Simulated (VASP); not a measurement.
# Au (Fm-3m) in VASP: a series of runs

The runs below take Au through single point, relaxation of cell and atoms, with LDA.

Program: VASP 6.6.1. These are calculated values, not measurements. Logs are shortened: lines on timing, memory, paths and dates and some standing lists are left out, and cuts for length are marked.

### Step 1. The cell of the first run

The structure is cubic, space group Fm-3m (No. 225). The conventional cell has a = 4.047 Å, b = 4.047 Å, c = 4.047 Å, α = 90.00°, β = 90.00°, γ = 90.00°. Within 3.8 Å of Au (site symmetry m-3m) lie 12 Au at 2.86 Å.

### Step 2. Single point, LDA

Contents of INCAR:

```
ALGO = Fast
EDIFF = 1E-6
ENCUT = 520
GGA = CA
ISIF = 2
ISMEAR = 0
LASPH = True
LCHARG = True
LELF = True
LREAL = False
LVHAR = True
LWAVE = False
NBANDS = 12
NELM = 60
PREC = Accurate
SIGMA = 0.1
```

Contents of KPOINTS:

```
k-points
0
Gamma
  34 34 34
```

Contents of POSCAR:

```
Au
1.0
    0.0000000000      2.0236219591      2.0236219591
    2.0236219591      0.0000000000      2.0236219591
    2.0236219591      2.0236219591      0.0000000000
Au
1
Direct
    0.0000000000      0.0000000000      0.0000000000
```

Potentials or basis: VASP PAW LDA potentials, release 64 (Au).

Started as:

```console
$ cat potpaw_LDA.64/Au/POTCAR > POTCAR
$ mpirun -np 1 vasp_std > vasp.out
```

OUTCAR:

```text
EDIFF = 1E-6
   ENCUT = 520
   GGA = CA
   ISIF = 2
   ISMEAR = 0
   LASPH = True
   LREAL = False
   NELM = 60
   PREC = Accurate

 ion  position               nearest neighbor table
   1  0.000  0.000  0.000-

  LATTYP: Found a face centered cubic cell.
 ALAT       =     4.0472439182

  Lattice vectors:

 A1 = (   0.0000000000,   2.0236219591,   2.0236219591)
 A2 = (   2.0236219591,   0.0000000000,   2.0236219591)
 A3 = (   2.0236219591,   2.0236219591,   0.0000000000)

Analysis of symmetry for initial positions (statically):
=====================================================================
 Subroutine PRICEL returns:
 Original cell was already a primitive cell.

 Routine SETGRP: Setting up the symmetry group for a
 face centered cubic supercell.

 Subroutine GETGRP returns: Found 48 space group operations
 (whereof 48 operations were pure point group operations)
 out of a pool of 48 trial point group operations.

The static configuration has the point symmetry O_h .

Analysis of symmetry for dynamics (positions and initial velocities):
=====================================================================
 Subroutine PRICEL returns:
 Original cell was already a primitive cell.

 Routine SETGRP: Setting up the symmetry group for a
 face centered cubic supercell.

 Subroutine GETGRP returns: Found 48 space group operations
 (whereof 48 operations were pure point group operations)
 out of a pool of 48 trial point group operations.

The dynamic configuration has the point symmetry O_h .

 Subroutine INISYM returns: Found 48 space group operations
 (whereof 48 operations are pure point group operations),
 and found     1 'primitive' translations

----------------------------------------------------------------------------------------

                                     Primitive cell

  volume of cell :      16.5736

  direct lattice vectors                    reciprocal lattice vectors
     0.000000000  2.023621959  2.023621959    -0.247081723  0.247081723  0.247081723
     2.023621959  0.000000000  2.023621959     0.247081723 -0.247081723  0.247081723
     2.023621959  2.023621959  0.000000000     0.247081723  0.247081723 -0.247081723

  length of vectors
     2.861833620  2.861833620  2.861833620     0.427958098  0.427958098  0.427958098

  position of ions in fractional coordinates (direct lattice)
     0.000000000  0.000000000  0.000000000

  ion indices of the primitive-cell ions
   primitive index   ion index
                 1           1

----------------------------------------------------------------------------------------

 KPOINTS: k-points

Automatic generation of k-mesh.
 Grid dimensions read from file:
 generate k-points for:   34   34   34

 Generating k-lattice:

  Cartesian coordinates                     Fractional coordinates (reciprocal lattice)
    -0.007267109  0.007267109  0.007267109     0.029411765  0.000000000  0.000000000
     0.007267109 -0.007267109  0.007267109     0.000000000  0.029411765  0.000000000
     0.007267109  0.007267109 -0.007267109     0.000000000  0.000000000  0.029411765

  Length of vectors
     0.012587003  0.012587003  0.012587003

  Shift w.r.t. Gamma in fractional coordinates (k-lattice)
     0.000000000  0.000000000  0.000000000

 Subroutine IBZKPT returns following result:
 ===========================================

 Found   1059 irreducible k-points:

 Following reciprocal coordinates:
            Coordinates               Weight
  0.000000  0.000000  0.000000      1.000000
  0.029412  0.000000  0.000000      8.000000
  0.058824  0.000000  0.000000      8.000000
  0.088235  0.000000  0.000000      8.000000
  0.117647  0.000000  0.000000      8.000000
  0.147059  0.000000  0.000000      8.000000
[... 16 lines left out ...]
  0.147059  0.029412  0.000000     24.000000
  0.176471  0.029412  0.000000     24.000000
 [... further k-points ...]
   k-points           NKPTS =   1059   k-points in BZ     NKDIM =   1059   number of bands    NBANDS=     12
   number of dos      NEDOS =    301   number of ions     NIONS =      1
   total plane-waves  NPLWV =  13824
   dimension x,y,z NGX =    24 NGY =   24 NGZ =   24
   dimension x,y,z NGXF=    48 NGYF=   48 NGZF=   48
   ions per type =               1
   NGX,Y,Z   is equivalent  to a cutoff of  13.94, 13.94, 13.94 a.u.
   NGXF,Y,Z  is equivalent  to a cutoff of  27.88, 27.88, 27.88 a.u.
 SYSTEM =  unknown system
   PREC   = accura    normal or accurate (medium, high low for compatibility)
   ISTART =      0    job   : 0-new  1-cont  2-samecut
   ICHARG =      2    charge: 1-file 2-atom 10-const
   ISPIN  =      1    spin polarized calculation?
   LNONCOLLINEAR =      F non collinear calculations
   LSORBIT =      F    spin-orbit coupling
   LASPH  =      T    aspherical Exc in radial PAW
   ENCUT  =  520.0 eV  38.22 Ry    6.18 a.u.   5.32  5.32  5.32*2*pi/ulx,y,z
   NELM   =     60;   NELMIN=  2; NELMDL= -5     # of ELM steps
   EDIFF  = 0.1E-05   stopping-criterion for ELM
   LREAL  =      F    real-space projection
   EDIFFG = 0.1E-04   stopping-criterion for IOM
   NSW    =      0    number of steps for IOM
   IBRION =     -1    ionic relax: 0-MD 1-quasi-New 2-CG
   NFREE  =      0    steps in history (QN), initial steepest desc. (CG)
   ISIF   =      2    stress and relaxation
   ISYM   =      2    0-nonsym 1-usesym 2-fastsym
   POTIM  = 0.5000    time-step for ionic-motion
   TEBEG  =    0.0;   TEEND  =   0.0 temperature during run
   PSTRESS=    0.0 pullay stress
   NELECT =      11.0000    total number of electrons
   NUPDOWN=      -1.0000    fix difference up-down
   EMIN   =  10.00;   EMAX   =-10.00  energy-range for DOS
   EFERMI =   0.00;   METHOD = LEGACY
   ISMEAR =     0;   SIGMA  =   0.10  broadening in eV -4-tet -1-fermi 0-gaus
   EFERMI_NEDOS =   21; number of points for ismear=-14 and -15
   IALGO  =     68    algorithm
   IMIX   =      4    mixing-type and parameters
     AMIX     =   0.40;   BMIX     =  1.00
     AMIX_MAG =   1.60;   BMIX_MAG =  1.00
  volume/ion in A,a.u.               =      16.57       111.84
  Fermi-wavevector in a.u.,A,eV,Ry     =   1.428016  2.698559 27.745396  2.039229
  Thomas-Fermi vector in A             =   2.548123
   LORBIT       =      0    0 simple, 1 ext, 2 COOP (PROOUT), +10 PAW based schemes
   GGA     = CA    functional components
   LHFCALC =     F    Hartree Fock is set to
   AEXX    =    0.0000 exact exchange contribution
   IVDW    =     0    specifies the selected vdW correction
   LEPSILON=     F    determine dielectric tensor
   LRPA    =     F    only Hartree local field effects (RPA)
 non-spin polarized calculation
 RMM-DIIS sequential band-by-band and
 Gauss-broadening in eV      SIGMA  =   0.10
  energy-cutoff  :      520.00
  volume of cell :       16.57
 maximum number of plane-waves:       459
 NGX is ok and might be reduce to    24
   NGX = 11   NGY = 11   NGZ = 11

 number of electron      10.9999999 magnetization

 Free energy of the ion-electron system (eV)
  ---------------------------------------------------
  ext. energy  EPLUGINS =         0.00000000
  ---------------------------------------------------
  free energy    TOTEN  =        -4.44618243 eV

  energy without entropy =       -4.44511237  energy(sigma->0) =       -4.44564740

 E-fermi :   9.7847     XC(G=0): -13.1451

 val. band max:        9.7803469664   @ k =   0.5000   0.2353   0.0882
 cond. band min:       9.8105472172   @ k =   0.5000   0.3235   0.1176
 fundamental gap:      0.0302002508
 Fermi energy:         9.7846778742

 k-point     1 :       0.0000    0.0000    0.0000
  band No.  band energies     occupation
      1      -0.4492      2.00000
      2       4.8983      2.00000
      3       4.8983      2.00000
      4       4.8983      2.00000
      5       6.5138      2.00000
      6       6.5138      2.00000
      7      24.2076      0.00000
      8      28.3229      0.00000
      9      28.3229      0.00000
     10      28.3229      0.00000
     11      33.4431      0.00000
     12      38.3371      0.00000

 k-point     2 :       0.0294    0.0000    0.0000
  band No.  band energies     occupation
      1      -0.4181      2.00000
      2       4.8874      2.00000
      3       4.9096      2.00000
      4       4.9096      2.00000
      5       6.5083      2.00000
      6       6.5083      2.00000
      7      24.2477      0.00000
      8      28.1082      0.00000
      9      28.3623      0.00000
     10      28.3623      0.00000
     11      33.6501      0.00000
     12      37.7831      0.00000

 k-point     3 :       0.0588    0.0000    0.0000
  band No.  band energies     occupation
      1      -0.3251      2.00000
      2       4.8559      2.00000
      3       4.9423      2.00000
      4       4.9423      2.00000
      5       6.4932      2.00000
      6       6.4932      2.00000
      7      24.3631      0.00000
      8      27.5512      0.00000
      9      28.4789      0.00000
     10      28.4789      0.00000
     11      34.1199      0.00000
     12      36.8045      0.00000
[... 286 lines left out ...]
 k-point    23 :       0.1471    0.0294    0.0000
  band No.  band energies     occupation
      1       0.2295      2.00000
      2       4.6876      2.00000
      3       5.1108      2.00000
      4       5.1204      2.00000
      5       6.3612      2.00000
      6       6.5253      2.00000
      7      24.7601      0.00000
      8      25.5119      0.00000
      9      28.7603      0.00000
     10      29.3326      0.00000
     11      33.0933      0.00000
     12      35.1553      0.00000

 k-point    24 :       0.1765    0.0294    0.0000
  band No.  band energies     occupation
      1       0.5148      2.00000
      2       4.6374      2.00000
      3       5.1695      2.00000
      4       5.1774      2.00000
      5       6.3577      2.00000
      6       6.5485      2.00000
      7      24.1240      0.00000
      8      25.3837      0.00000
      9      28.9688      0.00000
     10      29.7400      0.00000
     11      32.2862      0.00000
     12      34.4639      0.00000

 [... further k-points ...]

------------------------ aborting loop because EDIFF is reached ----------------------------------------

  FORCE on cell =-STRESS in cart. coord.  units (eV):
  Direction    XX          YY          ZZ          XY          YZ          ZX
  --------------------------------------------------------------------------------------
  -------------------------------------------------------------------------------------
  Total        0.0558414      0.0558414      0.0558414     -0.0000000      0.0000000     -0.0000000
  in kB        5.3981975      5.3981975      5.3981975     -0.0000000      0.0000000     -0.0000000
  external PRESSURE =       5.3981975 kB  Pullay stress =       0.0000000 kB

 VOLUME and BASIS-vectors are now :
 -----------------------------------------------------------------------------
  energy-cutoff  :      520.00
  volume of cell :       16.57
      direct lattice vectors                 reciprocal lattice vectors
     0.000000000  2.023621959  2.023621959    -0.247081723  0.247081723  0.247081723
     2.023621959  0.000000000  2.023621959     0.247081723 -0.247081723  0.247081723
     2.023621959  2.023621959  0.000000000     0.247081723  0.247081723 -0.247081723

 POSITION                                       TOTAL-FORCE (eV/Angst)
 -----------------------------------------------------------------------------------
      0.00000      0.00000      0.00000         0.000000      0.000000      0.000000
 -----------------------------------------------------------------------------------
    total drift:                                0.000000     -0.000000     -0.000000

  FREE ENERGIE OF THE ION-ELECTRON SYSTEM (eV)
  ---------------------------------------------------
  free  energy   TOTEN  =        -4.4461824282 eV

  energy  without entropy=       -4.4451123664  energy(sigma->0) =       -4.44564740
```

Run time: 4.7 min. Hardware: 1 thread of Intel Xeon 8259CL, shared host; peak memory 0.31 GiB.

What came out:

| Property | Result |
| --- | --- |
| Free energy | -4.4462 eV |
| Pressure | 0.5 GPa |
| Band gap on the k mesh | zero (an odd number of electrons rules out a gap without spin polarisation) |

Levels at points of the mesh, in eV from the Fermi level:
| k point | band 2 | band 3 | band 4 | band 5 | band 6 | band 7 | band 8 | band 9 | band 10 | band 11 |
| --- | --- | --- | --- | --- | --- | --- | --- | --- | --- | --- |
| (0.00, 0.00, 0.00) | -4.89 | -4.89 | -4.89 | -3.27 | -3.27 | 14.42 | 18.54 | 18.54 | 18.54 | 23.66 |
| (0.50, 0.00, 0.00) | -4.92 | -4.92 | -2.00 | -2.00 | -1.16 | 3.18 | 13.88 | 17.21 | 17.21 | 25.33 |
| (0.50, 0.50, 0.00) | -7.05 | -2.04 | -1.67 | -1.67 | 0.86 | 5.95 | 9.98 | 9.98 | 17.54 | 20.23 |

Caveat: spin-orbit coupling is left out, which moves the levels of the heavy elements.

### Step 3. Relaxation of cell and atoms, LDA

This run uses another cell than the first one, of 16.98 Å³/atom.

Contents of INCAR:

```
  PREC = Accurate
  ENCUT = 600
  EDIFF = 1E-6
  ISMEAR = 0
  SIGMA = 0.1
  LREAL = False
  LASPH = True
  NELM = 100
  ALGO = Fast
  ISIF = 3
  LWAVE = False
  LCHARG = False
  IBRION = 2
  NSW = 80
  EDIFFG = -0.003
```

Contents of KPOINTS:

```
Automatic mesh
0
Gamma
  34 34 34
```

Contents of POSCAR:

```
Au
1.0
    0.0000000000      2.0400000000      2.0400000000
    2.0400000000      0.0000000000      2.0400000000
    2.0400000000      2.0400000000      0.0000000000
Au
1
Direct
    0.0000000000      0.0000000000      0.0000000000
```

Potentials or basis: VASP PAW LDA potentials, release 64 (Au).

Started as:

```console
$ cat potpaw_LDA.64/Au/POTCAR > POTCAR
$ mpirun -np 1 vasp_std > vasp.out
```

OUTCAR:

```text
PREC = Accurate
   ENCUT = 600
   EDIFF = 1E-6
   ISMEAR = 0
   LREAL = False
   LASPH = True
   NELM = 100
   ISIF = 3
   IBRION = 2
   NSW = 80
   EDIFFG = -0.003

 ion  position               nearest neighbor table
   1  0.000  0.000  0.000-

  LATTYP: Found a face centered cubic cell.
 ALAT       =     4.0800000000

  Lattice vectors:

 A1 = (   0.0000000000,   2.0400000000,   2.0400000000)
 A2 = (   2.0400000000,   0.0000000000,   2.0400000000)
 A3 = (   2.0400000000,   2.0400000000,   0.0000000000)

Analysis of symmetry for initial positions (statically):
=====================================================================
 Subroutine PRICEL returns:
 Original cell was already a primitive cell.

 Routine SETGRP: Setting up the symmetry group for a
 face centered cubic supercell.

 Subroutine GETGRP returns: Found 48 space group operations
 (whereof 48 operations were pure point group operations)
 out of a pool of 48 trial point group operations.

The static configuration has the point symmetry O_h .

Analysis of symmetry for dynamics (positions and initial velocities):
=====================================================================
 Subroutine PRICEL returns:
 Original cell was already a primitive cell.

 Routine SETGRP: Setting up the symmetry group for a
[... 161 lines left out ...]
  -------------------------------------------------------------------------------------
  Total       -0.4018312     -0.4018312     -0.4018312      0.0000000      0.0000000     -0.0000000
  in kB      -37.9169792    -37.9169792    -37.9169792      0.0000000      0.0000000     -0.0000000
  external PRESSURE =     -37.9169792 kB  Pullay stress =       0.0000000 kB
[... 22 lines left out ...]
--------------------------------------- Ionic step        2  -------------------------------------------

 number of electron      11.0000001 magnetization

 E-fermi :  10.4110     XC(G=0): -13.3467

 val. band max:       10.4102051361   @ k =   0.5000   0.2941   0.1176
 cond. band min:      10.4120971609   @ k =   0.4706   0.4412   0.0294
 fundamental gap:      0.0018920248
 Fermi energy:        10.4109587380

 k-point     1 :       0.0000    0.0000    0.0000
  band No.  band energies     occupation
      1      -0.2147      2.00000
      2       5.3153      2.00000
      3       5.3153      2.00000
      4       5.3153      2.00000
      5       7.0311      2.00000
      6       7.0311      2.00000
      7      24.7560      0.00000
      8      29.0730      0.00000
      9      29.0730      0.00000
[... 415 lines left out ...]
--------------------------------------- Ionic step        6  -------------------------------------------

 number of electron      10.9999999 magnetization

 Free energy of the ion-electron system (eV)
  ---------------------------------------------------
  ext. energy  EPLUGINS =         0.00000000
  ---------------------------------------------------
  free energy    TOTEN  =        -4.44626855 eV

  energy without entropy =       -4.44519838  energy(sigma->0) =       -4.44573346

 E-fermi :   9.7296     XC(G=0): -13.1270

 val. band max:        9.7235055474   @ k =   0.5000   0.2353   0.0882
 cond. band min:       9.7532615011   @ k =   0.5000   0.3235   0.1176
 fundamental gap:      0.0297559537
 Fermi energy:         9.7296113370

 k-point     1 :       0.0000    0.0000    0.0000
  band No.  band energies     occupation
      1      -0.4698      2.00000
      2       4.8614      2.00000
      3       4.8614      2.00000
      4       4.8614      2.00000
      5       6.4682      2.00000
      6       6.4682      2.00000
      7      24.1587      0.00000
      8      28.2559      0.00000
      9      28.2559      0.00000
[... 304 lines left out ...]
  FREE ENERGIE OF THE ION-ELECTRON SYSTEM (eV)
  ---------------------------------------------------
  free  energy   TOTEN  =        -4.4462685454 eV

  energy  without entropy=       -4.4451983790  energy(sigma->0) =       -4.44573346

 reached required accuracy - stopping structural energy minimisation
```

OSZICAR:

```text
N       E                     dE             d eps       ncg     rms          rms(c)
DAV:   1     0.483238498212E+02    0.48324E+02   -0.63700E+03 19975   0.123E+03
DAV:   2    -0.429683131913E+01   -0.52621E+02   -0.49666E+02 19687   0.216E+02
[... 43 lines left out ...]
   5 F= -.44462659E+01 E0= -.44457309E+01  d E =-.435031E-02
       N       E                     dE             d eps       ncg     rms          rms(c)
DAV:   1    -0.444630166774E+01   -0.35707E-04   -0.68814E-04 19410   0.298E-01    0.341E-02
RMM:   2    -0.444626986461E+01    0.31803E-04   -0.54120E-05 19062   0.782E-02    0.145E-02
RMM:   3    -0.444626852794E+01    0.13367E-05   -0.43945E-06 17508   0.238E-02    0.108E-02
RMM:   4    -0.444626854537E+01   -0.17431E-07   -0.51614E-07  9776   0.802E-03
   6 F= -.44462685E+01 E0= -.44457335E+01  d E =-.435290E-02
```

It took 8.4 min on 1 thread of Intel Xeon 8259CL, shared host; peak memory 0.35 GiB.

What came out:

```yaml
Free_energy: -4.4463 eV
Relaxed_volume: 16.63 Å³/atom
Relaxed_cell: a = 2.865 Å, b = 2.865 Å, c = 2.865 Å, α = 60.00°, β = 60.00°, γ = 60.00°
Space_group_after_relaxing_to_0.1_Å: Fm-3m (No. 225)
Energy_gained_by_relaxing: 4.4 meV/atom
Ionic_steps: 6
Pressure_after_relaxing: 0.0 GPa
Band_gap_on_the_k_mesh: zero (an odd number of electrons rules out a gap without spin polarisation)
```

The path:
```tsv
step	energy change (eV)	largest force (eV/Å)	pressure (GPa)	volume (Å³)
1	0.0000	0.0000	-3.79	16.98
2	0.0106	0.0000	7.93	16.01
3	-0.0044	0.0000	-0.31	16.63
4	-0.0043	0.0000	0.11	16.61
5	-0.0044	0.0000	0.12	16.62
6	-0.0044	0.0000	0.03	16.63
```

Final structure:
```xyz
1
Lattice="0.0000 2.0257 2.0257 2.0257 0.0000 2.0257 2.0257 2.0257 0.0000" Properties=species:S:1:pos:R:3 pbc="T T T"
Au    0.0000    0.0000    0.0000
```

Levels at points of the mesh, in eV from the Fermi level:
```csv
k point,band 2,band 3,band 4,band 5,band 6,band 7,band 8,band 9
"(0.00, 0.00, 0.00)",-4.87,-4.87,-4.87,-3.26,-3.26,14.43,18.53,18.53
"(0.50, 0.00, 0.00)",-4.90,-4.90,-2.00,-2.00,-1.14,3.16,13.89,17.18
"(0.50, 0.50, 0.00)",-7.02,-2.04,-1.66,-1.66,0.87,5.93,9.97,9.97
```

Caveat: spin-orbit coupling is left out, which moves the levels of the heavy elements.
